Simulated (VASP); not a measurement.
Wanted: the native input for a VASP 6.6.1 run.

```
Task                   : single point
Functional             : PBE
Potentials or basis    : VASP PAW PBE potentials, release 64 (Be)
Cutoff                 : 520 eV
k mesh                 : 15 × 15 × 8
Occupations            : fermi-dirac, width 0.05 eV
Spin                   : no spin polarisation
Dipole correction      : no
Further INCAR settings : ALGO = Normal; EDIFF = 1e-07; NBANDS = 9
```

The structure of Be lies in POSCAR:

```
Be
1.0
    2.2853000000      0.0000000000      0.0000000000
   -1.1426500000      1.9791278553      0.0000000000
    0.0000000000      0.0000000000      3.5842000000
Be
2
Direct
    0.3333333333      0.6666666667      0.2500000000
    0.6666666667      0.3333333333      0.7500000000
```

These files were run (other wordings do the same):

INCAR

```
  PREC = Accurate
  ENCUT = 520
  EDIFF = 1E-7
  ISMEAR = -1
  SIGMA = 0.05
  LREAL = False
  LASPH = True
  NELM = 100
  ALGO = Normal
  ISIF = 2
  LWAVE = False
  LCHARG = True
  GGA = PE
  LELF = True
  LVHAR = True
  NBANDS = 9
```

KPOINTS

```
Automatic mesh
0
Gamma
  15 15 8
```

Potentials or basis: VASP PAW PBE potentials, release 64 (Be).

The run is started by

```bash
$ cat potpaw_PBE.64/Be/POTCAR > POTCAR
$ mpirun -np 1 vasp_std > vasp.out
```

It gave:

```json
{
  "Pressure": "-2.8 GPa",
  "Band gap on the k mesh": "zero (band 2 reaches 7.52 eV, above the bottom of band 3 at 5.75 eV)"
}
```

Wall time 7.9 s on 1 thread of Intel(R) Xeon(R) 6975P-C (Granite Rapids), on a shared host, peak memory 0.13 GiB.
